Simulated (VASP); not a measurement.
Input of a VASP 6.6.1 run:

File INCAR:

```
SYSTEM = NaCl
ALGO = Normal
EDIFF = 1E-6
EDIFFG = -0.04
ENCUT = 600
GGA = PE
IBRION = 2
ISIF = 3
ISMEAR = 0
LASPH = .TRUE.
LCHARG = .FALSE.
LREAL = .FALSE.
LWAVE = .FALSE.
NELM = 60
NSW = 90
PREC = Accurate
SIGMA = 0.1
```

File KPOINTS:

```
k-points
0
G
  6 6 4
  0 0 0
```

Contents of POSCAR:

```
NaCl
1.0
    3.3454683100      0.0000000000      0.0000000000
   -1.6727341500      2.8972605400      0.0000000000
    0.0000000000      0.0000000000      5.5653539500
Na Cl
1 1
Direct
    0.0000000000      0.0000000000      0.5000000000
    0.0000000000      0.0000000000      0.0000000000
```

Potentials or basis: VASP PAW PBE potentials, release 64 (Na_pv, Cl).

The run is started by

```bash
$ cat potpaw_PBE.64/Na_pv/POTCAR potpaw_PBE.64/Cl/POTCAR > POTCAR
$ mpirun -np 1 vasp_std > vasp.out
```

(1) Estimate the relaxed volume.

(2) Predict the band gap on the k mesh.

Results:

(1) 55.34 Å³/atom.

(2) 3.72 eV (least direct gap 3.74 eV).

Caveat: the volume moved by over 15 % at a fixed basis, so the end points are rough.
